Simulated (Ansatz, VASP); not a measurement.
One calculation of O, two programs

```
O
1.0
     1.68604    0.97344    3.75672
    -1.68604    0.97344    3.75672
     0.00000   -1.94687    3.75672
O
2
Direct
  0.05461 0.05461 0.05461
  0.94539 0.94539 0.94539
```

Alike in both runs: task single point; functional LDA; k mesh 9 × 9 × 9; occupations gaussian, width 0.05 eV; no spin polarisation.

|  | VASP | Ansatz |
| --- | --- | --- |
| version | VASP 6.6.1 | Ansatz 0.2.0 |
| potentials or method | VASP PAW LDA potentials, release 64 (O) | JTH PAW LDA |
| plane-wave cutoff (eV) | 520 | 1380 |
| valence electrons in the cell | 12 | 12 |

|  | VASP | Ansatz | Ansatz less VASP |
| --- | --- | --- | --- |
| gap on the k mesh at the Fermi level (eV) | none | none | - |
| pressure (GPa) | -5.8 | -7.5 | -1.76 |
| traceless stress, the component that is largest in VASP (GPa) | -0.42 | -4.43 | -4.005 |
| rms of the force components (eV/Å) | 0.418 | 1.072 | +0.6539 |

LDA's correlation is that of Perdew and Zunger in VASP and of Perdew and Wang (1992) in Ansatz. Atom by atom the forces differ by 0.654 eV/Å (rms over components). A gap of «none» marks a metal or a gap that the smearing closes.

Noted on VASP's run: the standard files for N, O and F lose accuracy on very short bonds; spin is off for a triplet molecule. Noted on Ansatz's run: spin is off for a triplet molecule.
